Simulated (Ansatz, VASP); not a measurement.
One calculation of Rh, two programs

Contents of INCAR:

```
PREC = Accurate ; ENCUT = 520
EDIFF = 1E-6 ; ISMEAR = -1
SIGMA = 0.1 ; LREAL = F
LASPH = T ; NELM = 100
ALGO = Normal ; ISIF = 2
LWAVE = F ; LCHARG = F
GGA = PS ; NBANDS = 22
```

Contents of KPOINTS:

```
Automatic mesh
0
Gamma
  11 11 11
```

File POSCAR:

```
Rh
1.0
    0.0000000000      2.6048080416      2.6048080416
    2.6048080416      0.0000000000      2.6048080416
    2.6048080416      2.6048080416      0.0000000000
Rh
2
Direct
    0.1250000000      0.1250000000      0.1250000000
    0.8750000000      0.8750000000      0.8750000000
```

Input for Ansatz:

```yaml
crystal:
  lattice:
    - [0.0, 2.6048080416, 2.6048080416]
    - [2.6048080416, 0.0, 2.6048080416]
    - [2.6048080416, 2.6048080416, 0.0]
  atoms:
    - { symbol: Rh, position: [0.125, 0.125, 0.125] }
    - { symbol: Rh, position: [0.875, 0.875, 0.875] }
hamiltonian:
  xc: pbesol
  pseudopotentials:
    kind: paw
    azcp:
      Rh: "pseudopotentials/Rh.paw.azcp"
basis:
  ecutwfc: 420
  fft_grid_basis: typed
kpoints:
  mp_grid: { grid: [11, 11, 11], shift: [0, 0, 0] }
magnetization:
  spin_polarized: false
scf:
  occupations: { method: fermi_dirac, width: 0.1 }
  lower_state_search: "off"
output:
  stress: true
```

Alike in both runs: task single point; functional PBEsol; k mesh 11 × 11 × 11; occupations fermi-dirac, width 0.1 eV; no spin polarisation.

|  | VASP | Ansatz |
| --- | --- | --- |
| version | VASP 6.6.1 | Ansatz 0.2.0 |
| potentials or method | VASP PAW PBE potentials, release 64 (Rh_pv), cutoff 520 eV | plane waves (420 eV) with PAW, scalar-relativistic |
| valence electrons in the cell | 30 | 34 |

VASP gave:

* pressure (GPa): 26.3

Estimate Ansatz's values.

pressure (GPa): 26.1.

VASP's potentials were made for PBE, not for PBEsol, and Ansatz warns of the same on its side. With one functional, cell and mesh, what is left measures potentials, basis and numerics. VASP's potentials hold 30 valence electrons a cell and Ansatz's 34, so a difference there can come from the potentials and not from the codes.
